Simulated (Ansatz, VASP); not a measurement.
## SnO2: VASP beside Ansatz

The input INCAR:

```
PREC = Accurate
ENCUT = 600
EDIFF = 1E-6
ISMEAR = 0
SIGMA = 0.05
LREAL = False
LASPH = True
NELM = 120
ALGO = Normal
ISIF = 2
LWAVE = False
LCHARG = False
NBANDS = 35
GGA_COMPAT = False
```

Contents of KPOINTS:

```
regular mesh
0
Gamma
  6 6 8
```

The input POSCAR:

```
SnO2
1.0
    4.7924604755      0.0000000000      0.0000000000
    0.0000000000      4.7929689394      0.0000000000
    0.0000000000      0.0000000000      3.2376852524
Sn O
2 4
Direct
    0.5000000000      0.5000000000      0.5000000000
    0.0000000000      0.0000000000      0.0000000000
    0.3059920358      0.2715746941      0.0000000000
    0.8059920358      0.2284253059      0.5000000000
    0.1940079642      0.7715746941      0.5000000000
    0.6940079642      0.7284253059      0.0000000000
```

Input for Ansatz:

```yaml
crystal:
  lattice:
    - [4.7924604755, 0.0, 0.0]
    - [0.0, 4.7929689394, 0.0]
    - [0.0, 0.0, 3.2376852524]
  atoms:
    - { symbol: Sn, position: [0.5, 0.5, 0.5] }
    - { symbol: Sn, position: [0.0, 0.0, 0.0] }
    - { symbol: O, position: [0.3059920358, 0.2715746941, 0.0] }
    - { symbol: O, position: [0.8059920358, 0.2284253059, 0.5] }
    - { symbol: O, position: [0.1940079642, 0.7715746941, 0.5] }
    - { symbol: O, position: [0.6940079642, 0.7284253059, 0.0] }
kpoints:
  mp_grid: { grid: [6, 6, 8] }
hamiltonian:
  xc: lda
  pseudopotentials: { kind: paw, azcp: { folder: soft_1 } }
scf:
  occupations: { method: gaussian, width: 0.05 }
  mixing: { algorithm: broyden, beta: 0.2, ndim: 16 }
  algorithm: direct_min
output:
  forces: true
  eigenvalues: true
  stress: true
```

Alike in both runs: task single point; functional LDA; k mesh 6 × 6 × 8; occupations gaussian, width 0.05 eV; no spin polarisation.

```csv
,VASP,Ansatz
version,VASP 6.6.1,Ansatz 0.2.0
potentials or method,"VASP PAW LDA potentials, release 64 (Sn_d, O)","scalar-relativistic, plane waves, PAW"
plane-wave cutoff (eV),600,420
valence electrons in the cell,52,52
```

```csv
,VASP,Ansatz,Ansatz less VASP
gap on the k mesh at the Fermi level (eV),0.66,0.64,-0.019
pressure (GPa),-7.7,-8.6,-0.93
"traceless stress, the component that is largest in VASP (GPa)",4.51,4.32,-0.191
rms of the force components (eV/Å),1.080,1.055,-0.0256
```

Ansatz warns that its potentials were made for another functional, while VASP's fit it. LDA's correlation is that of Perdew and Zunger in VASP and of Perdew and Wang (1992) in Ansatz. Atom by atom the forces differ by 0.026 eV/Å (rms over components).
